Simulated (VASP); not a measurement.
# BeAl35N35 (a cell with a defect) (Be_Al-V_N) in VASP: notebook, part 2 of 2

VASP 6.6.1. Earlier steps stand in the parts before.

## 3. Single point, PBE

File INCAR:

```
SYSTEM = BeAl35N35
PREC = Accurate
ENCUT = 520
EDIFF = 1E-6
ISMEAR = -1
SIGMA = 0.01
LREAL = Auto
LASPH = .TRUE.
NELM = 120
ALGO = Normal
ISIF = 2
LWAVE = .FALSE.
LCHARG = .FALSE.
GGA = PE
NBANDS = 182
GGA_COMPAT = .FALSE.
KPAR = 2
NCORE = 2
```

File KPOINTS:

```
Automatic mesh
0
Gamma
  2 2 2
  0.5 0.5 0.5
```

File POSCAR:

```
BeAl35N35
1.0
    9.3892708692      0.0000000866      0.0000000000
   -4.6946355096      8.1313470524      0.0000000000
    0.0000000000      0.0000000000     10.0348065929
Al N Be
35 35 1
Direct
    0.2218116855      0.1107354485      0.2486921343
    0.1088326796      0.2247134169      0.4953773646
    0.2227571322      0.1116160846      0.7478883746
    0.1109144076      0.2225778379      0.9978448125
    0.2174596430      0.4415708875      0.2510944834
    0.1085481278      0.5498884230      0.4956549215
    0.2277134570      0.4467455439      0.7441527409
    0.1109170087      0.5543051657      0.9978072711
    0.2218455990      0.7766361991      0.2485267873
    0.1119496887      0.8887409907      0.4987530583
    0.2228776341      0.7771165402      0.7480232424
    0.1109089620      0.8883877837      0.9986400227
    0.5536519985      0.1096959491      0.2496540302
    0.4445429576      0.2265441089      0.4996928357
    0.5548665129      0.1103602164      0.7490101483
    0.4443831567      0.2227278097      0.9993095120
    0.5528369991      0.4455018549      0.2539070450
    0.5554036514      0.4450289040      0.7470837041
    0.4431669779      0.5546293169      0.9995874384
    0.5531021722      0.7732129042      0.2541322264
    0.4448603019      0.8836810867      0.4997037750
    0.5556595793      0.7764414918      0.7470977658
    0.4444700526      0.8875853086      0.9994065595
    0.8855346591      0.1085454821      0.2486928049
    0.7746341936      0.2198968852      0.4988100354
    0.8894544022      0.1114377253      0.7480780063
    0.7769102936      0.2213302267      0.9985347318
    0.8856272840      0.4425932347      0.2483319265
    0.7770365987      0.5557564203      0.4992633122
    0.8893281652      0.4436261428      0.7482195743
    0.7765805341      0.5548202107      0.9989286138
    0.8881436157      0.7768464635      0.2489773578
    0.7772424760      0.8874036305      0.4990755909
    0.8895964989      0.7777190309      0.7490989066
    0.7766237622      0.8876665742      0.9989483598
    0.2216097221      0.1135396450      0.4390702994
    0.1088655174      0.2204279762      0.1899230561
    0.2215527320      0.1111960377      0.9391091698
    0.1124058500      0.2238365332      0.6861864090
    0.1089464787      0.5536586810      0.1896941605
    0.2224287524      0.4444670981      0.9366993305
    0.1123752482      0.5539712598      0.6863973252
    0.2218484974      0.7740144275      0.4389617091
    0.1111441375      0.8881070165      0.1896076521
    0.2216733252      0.7768725116      0.9392293048
    0.1122327552      0.8887680975      0.6891829304
    0.5521389551      0.1091261213      0.4402895014
    0.4442394670      0.2228570083      0.1906901475
    0.5543916104      0.1104008617      0.9400036353
    0.4448236415      0.2219528073      0.6898954993
    0.5528858888      0.4509738503      0.4440438945
    0.4391216784      0.5523460395      0.1915377317
    0.5545904711      0.4446849058      0.9388630507
    0.4482214589      0.5569724363      0.6818009945
    0.5539645797      0.7686847088      0.4443761105
    0.4443603479      0.8866202154      0.1907979475
    0.5546721007      0.7764341281      0.9388606399
    0.4448515439      0.8882220247      0.6899864760
    0.8856852394      0.1090338426      0.4390279958
    0.7760052071      0.2205251028      0.1891649316
    0.8885553772      0.1107853485      0.9391147039
    0.7774658568      0.2213166920      0.6893786428
    0.8854420479      0.4421500448      0.4387308691
    0.7752082018      0.5542349150      0.1899856464
    0.8884935505      0.4440907241      0.9391558127
    0.7794439268      0.5554915377      0.6898096499
    0.8903018101      0.7781794256      0.4395107907
    0.7753713895      0.8861836139      0.1899878198
    0.8886152908      0.7775192727      0.9398012590
    0.7795947199      0.8892781038      0.6897638769
    0.4919017886      0.5791572378      0.5142847790
```

Potentials or basis: VASP PAW PBE potentials, release 64 (Al, N, Be).

The run is started by

```console
> cat potpaw_PBE.64/Al/POTCAR potpaw_PBE.64/N/POTCAR potpaw_PBE.64/Be/POTCAR > POTCAR
> mpirun -np 4 vasp_std > vasp.out
```

Run time: 8.2 min. Hardware: 4 MPI ranks of AMD EPYC 9R45 (Zen 5), shared host; peak memory 0.79 GiB.

Results (log left out):

```yaml
Free_energy: -523.0198 eV
Pressure: -1.5 GPa
Largest_force: 0.103 eV/Å
Band_gap_on_the_k_mesh: 3.45 eV
```

Forces in eV/Å, atoms in the order of the input:
```
Al   0.035 -0.016 -0.018
Al   0.043 -0.050  0.032
Al   0.035 -0.015 -0.032
Al  -0.020  0.010 -0.024
Al   0.062  0.008 -0.052
Al  -0.028  0.064 -0.004
Al   0.011 -0.008 -0.004
Al  -0.024  0.021 -0.033
Al   0.029  0.000 -0.002
Al  -0.007  0.009 -0.028
Al   0.029 -0.016 -0.036
Al  -0.024  0.020 -0.026
Al   0.021 -0.016 -0.018
Al  -0.026  0.018 -0.019
Al   0.020 -0.020 -0.021
Al  -0.023  0.024 -0.021
Al   0.015 -0.012 -0.024
Al   0.032 -0.012 -0.016
Al  -0.016  0.017  0.002
Al   0.013 -0.028 -0.048
Al  -0.060  0.016 -0.007
Al   0.020 -0.015 -0.009
Al  -0.017  0.020 -0.024
Al   0.019 -0.015 -0.070
Al  -0.065  0.026  0.001
Al   0.023 -0.001 -0.005
Al  -0.030  0.010 -0.022
Al   0.005 -0.021 -0.027
Al  -0.030  0.016 -0.020
Al   0.031 -0.012 -0.024
Al  -0.035  0.013 -0.022
Al   0.035 -0.016 -0.018
Al   0.073 -0.049  0.053
Al   0.036 -0.019 -0.015
Al  -0.031  0.012 -0.021
N    0.038 -0.016  0.014
N   -0.032  0.022  0.017
N    0.033 -0.022  0.031
N   -0.027  0.026  0.025
N   -0.037  0.016  0.033
N    0.037 -0.030  0.018
N   -0.034  0.016  0.015
N    0.018 -0.005  0.029
N   -0.038  0.024  0.010
N    0.032 -0.031  0.025
N   -0.032  0.019  0.024
N    0.042 -0.024  0.017
N   -0.034  0.014  0.019
N    0.034 -0.023  0.026
N   -0.039  0.016  0.032
N    0.083 -0.043  0.018
N   -0.033  0.009 -0.011
N    0.042 -0.025  0.014
N   -0.018  0.015  0.043
N   -0.070  0.014 -0.044
N   -0.035  0.026  0.018
N    0.042 -0.015  0.015
N   -0.038  0.027  0.014
N   -0.022  0.046 -0.027
N   -0.027  0.022  0.019
N    0.035 -0.020  0.026
N   -0.035  0.022  0.008
N    0.027 -0.025  0.020
N   -0.033  0.028  0.020
N    0.036 -0.023  0.033
N   -0.032  0.023  0.023
N    0.037 -0.013  0.011
N   -0.040  0.020  0.033
N    0.044 -0.027  0.024
N   -0.039  0.029  0.018
Be  -0.035 -0.052  0.014
```

Stress tensor (GPa, compression positive):
```
-0.92  0.47  0.50
 0.47 -1.77  0.28
 0.50  0.28 -1.66
```

Levels at points of the mesh, in eV from the valence-band top:
```
           k point  band 137  band 138  band 139  band 140  band 141  band 142  band 143  band 144  band 145  band 146
(0.25, 0.25, 0.25)     -1.12     -1.08     -1.03     -0.91     -0.01      3.51      3.63      3.85      4.52      4.58
```
